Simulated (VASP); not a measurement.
# Si2Mo (I4/mmm) in VASP: further runs, part 2 of 2

VASP 6.6.1. Earlier steps stand in the parts before.

## 3. Single point, PBEsol

Input file INCAR:

```
SYSTEM = Si2Mo
PREC = Accurate
ENCUT = 500
EDIFF = 1E-6
ISMEAR = 0
SIGMA = 0.1
LREAL = .FALSE.
LASPH = .TRUE.
NELM = 120
ALGO = Normal
ISIF = 2
LWAVE = .FALSE.
LCHARG = .FALSE.
GGA = PS
NBANDS = 56
NELECT = 87.0
GGA_COMPAT = .FALSE.
```

Input file KPOINTS:

```
Automatic mesh
0
G
  8 8 4
  0 0 0
```

Input file POSCAR:

```
Si2Mo
1.0
   -3.1900701769     -3.1900701769      0.0000000000
    3.1900701769     -3.1900701769      0.0000000000
    0.0000000000      0.0000000000      7.8213840334
Si Mo
8 4
Direct
    0.0000000000      0.5000000000      0.8350596641
    0.0000000000      0.0000000000      0.3350596641
    0.5000000000      0.0000000000      0.8350596641
    0.5000000000      0.5000000000      0.3350596641
    0.0000000000      0.5000000000      0.1649403359
    0.0000000000      0.0000000000      0.6649403359
    0.5000000000      0.0000000000      0.1649403359
    0.5000000000      0.5000000000      0.6649403359
    0.5000000000      0.5000000000      0.0000000000
    0.5000000000      0.0000000000      0.5000000000
    1.0000000000      0.0000000000      0.0000000000
    1.0000000000      0.5000000000      0.5000000000
```

Potentials or basis: VASP PAW PBE potentials, release 64 (Si, Mo_sv).

On the command line:

```console
cat potpaw_PBE.64/Si/POTCAR potpaw_PBE.64/Mo_sv/POTCAR > POTCAR
mpirun -np 1 vasp_std > vasp.out
```

OUTCAR:

```text
SYSTEM = Si2Mo
   PREC = Accurate
   ENCUT = 500
   EDIFF = 1E-6
   ISMEAR = 0
   LREAL = .FALSE.
   LASPH = .TRUE.
   NELM = 120
   ISIF = 2
   GGA = PS
   NELECT = 87.0

 ion  position               nearest neighbor table
   1  0.000  0.500  0.835-   5 2.58   9 2.60  11 2.60  11 2.60   9 2.60   6 2.62   6 2.62   8 2.62
                             8 2.62  12 2.62
   2  0.000  0.000  0.335-   6 2.58  10 2.60  12 2.60  12 2.60  10 2.60   5 2.62   5 2.62   7 2.62
                             7 2.62  11 2.62
   3  0.500  0.000  0.835-   7 2.58   9 2.60  11 2.60   9 2.60  11 2.60   8 2.62   6 2.62   6 2.62
                             8 2.62  10 2.62
   4  0.500  0.500  0.335-   8 2.58  10 2.60  12 2.60  10 2.60  12 2.60   7 2.62   7 2.62   5 2.62
                             5 2.62   9 2.62
   5  0.000  0.500  0.165-   1 2.58   9 2.60  11 2.60  11 2.60   9 2.60   2 2.62   2 2.62   4 2.62
                             4 2.62  12 2.62
   6  0.000  0.000  0.665-   2 2.58  10 2.60  12 2.60  12 2.60  10 2.60   1 2.62   1 2.62   3 2.62
                             3 2.62  11 2.62
   7  0.500  0.000  0.165-   3 2.58   9 2.60  11 2.60   9 2.60  11 2.60   4 2.62   2 2.62   2 2.62
[... 1625 lines left out ...]

  FORCE on cell =-STRESS in cart. coord.  units (eV):
  Direction    XX          YY          ZZ          XY          YZ          ZX
  --------------------------------------------------------------------------------------
  -------------------------------------------------------------------------------------
  Total      -15.4874721    -15.4874721    -11.2593566      0.0000000      0.0000000      0.0000000
  in kB     -155.8752060   -155.8752060   -113.3209160      0.0000000      0.0000000      0.0000000
  external PRESSURE =    -141.6904426 kB  Pullay stress =       0.0000000 kB

 VOLUME and BASIS-vectors are now :
 -----------------------------------------------------------------------------
  energy-cutoff  :      500.00
  volume of cell :      159.19
      direct lattice vectors                 reciprocal lattice vectors
    -3.190070177 -3.190070177  0.000000000    -0.156736364 -0.156736364  0.000000000
     3.190070177 -3.190070177  0.000000000     0.156736364 -0.156736364  0.000000000
     0.000000000  0.000000000  7.821384033     0.000000000  0.000000000  0.127854609

 POSITION                                       TOTAL-FORCE (eV/Angst)
 -----------------------------------------------------------------------------------
      1.59504     -1.59504      6.53132        -0.000000     -0.000000     -0.112090
      0.00000      0.00000      2.62063        -0.000000      0.000000     -0.112090
     -1.59504     -1.59504      6.53132        -0.000000      0.000000     -0.112090
      0.00000     -3.19007      2.62063        -0.000000     -0.000000     -0.112090
      1.59504     -1.59504      1.29006         0.000000      0.000000      0.112090
      0.00000      0.00000      5.20075        -0.000000      0.000000      0.112090
     -1.59504     -1.59504      1.29006        -0.000000      0.000000      0.112090
      0.00000     -3.19007      5.20075         0.000000      0.000000      0.112090
      0.00000     -3.19007      0.00000         0.000000     -0.000000     -0.000000
     -1.59504     -1.59504      3.91069        -0.000000      0.000000     -0.000000
      0.00000      0.00000      0.00000        -0.000000      0.000000      0.000000
      1.59504     -1.59504      3.91069         0.000000     -0.000000     -0.000000
 -----------------------------------------------------------------------------------
    total drift:                                0.000000     -0.000000      0.000000

  FREE ENERGIE OF THE ION-ELECTRON SYSTEM (eV)
  ---------------------------------------------------
  free  energy   TOTEN  =      -112.2727114417 eV

  energy  without entropy=     -112.2515639693  energy(sigma->0) =     -112.26213771
```

Wall time 10 min (1 thread of Oxide Virtual Turin-like, shared host); peak memory 0.39 GiB.

What came out:

```
Free energy   : -112.2727 eV
Largest force : 0.112 eV/Å
```

Forces on the atoms (eV/Å):
```
Si   0.000  0.000 -0.112
Si   0.000  0.000 -0.112
Si   0.000  0.000 -0.112
Si   0.000  0.000 -0.112
Si   0.000  0.000  0.112
Si   0.000  0.000  0.112
Si   0.000  0.000  0.112
Si   0.000  0.000  0.112
Mo   0.000  0.000  0.000
Mo   0.000  0.000  0.000
Mo   0.000  0.000  0.000
Mo   0.000  0.000  0.000
```

Caveat: the cell carries a net charge on a neutralising background, which shifts energy and pressure; the cell is charged against a uniform background, so pressure and absolute levels hang on convention; the PAW data sets were made with another functional, which shifts forces and pressure a little; an odd number of electrons without spin polarisation forces a metal; a magnetic or distorted state may lie lower.
